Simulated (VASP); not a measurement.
Here is a VASP 6.6.1 calculation.

Contents of INCAR:

```
SYSTEM = WC
PREC = Accurate
ENCUT = 520
EDIFF = 1E-6
ISMEAR = -1
SIGMA = 0.05
LREAL = .FALSE.
LASPH = .TRUE.
NELM = 100
ALGO = Normal
ISIF = 2
LWAVE = .FALSE.
LCHARG = .FALSE.
GGA = PE
NBANDS = 16
```

File KPOINTS:

```
Automatic mesh
0
G
  6 6 5
  0 0 0
```

POSCAR

```
WC
1.0
    2.9065000000      0.0000000000      0.0000000000
   -1.4532500000      2.5171028361      0.0000000000
    0.0000000000      0.0000000000      2.8366000000
W C
1 1
Direct
    0.0000000000      0.0000000000      0.0000000000
    0.6666666667      0.3333333333      0.5000000000
```

Potentials or basis: VASP PAW PBE potentials, release 64 (W_sv, C).

Command:

```sh
$ cat potpaw_PBE.64/W_sv/POTCAR potpaw_PBE.64/C/POTCAR > POTCAR
$ mpirun -np 1 vasp_std > vasp.out
```

(1) Estimate the band gap on the k mesh.

(2) Predict the pressure.

Results:

(1) zero (band 9 reaches 11.69 eV, above the bottom of band 10 at 10.65 eV).

(2) 6.9 GPa.

Caveat: the k points lie up to 0.44 Å⁻¹ apart; spin-orbit coupling is left out, which moves the levels of the heavy elements.
